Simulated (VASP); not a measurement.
W, 1 atom in the cell. Symmetry: Fm-3m, No. 225, cubic system. The conventional cell has a = 4.060 Å, b = 4.060 Å, c = 4.060 Å, α = 90.00°, β = 90.00°, γ = 90.00°. Within 3.8 Å of W (site symmetry m-3m) lie 12 W at 2.87 Å. 

```yaml
Program: VASP 6.6.1
Task: relaxation of cell and atoms
Functional: PBEsol
Potentials_or_basis: VASP PAW PBE potentials, release 64 (W_sv)
Cutoff: 600 eV
k_mesh: 14 × 14 × 14
Occupations: methfessel-paxton, width 0.1 eV
Spin: no spin polarisation
Dipole_correction: no
Further_INCAR_settings: ALGO = Normal; EDIFF = 1e-06; IBRION = 2; EDIFFG = -0.02; NSW = 50; ISIF = 3
```

Potentials or basis: VASP PAW PBE potentials, release 64 (W_sv).

The run is started by

```sh
$ cat potpaw_PBE.64/W_sv/POTCAR > POTCAR
$ mpirun -np 1 vasp_std > vasp.out
```

Hardware: 1 thread of AMD EPYC 9R45 96-Core Processor (Zen 5), with other jobs on the host.

Question: Estimate the wall time of this run.

Answer: Wall time 29 s on 1 thread of AMD EPYC 9R45 96-Core Processor (Zen 5), on a shared host, peak memory 0.13 GiB. Counts: scf iterations 32, k points 104, ion steps 4.
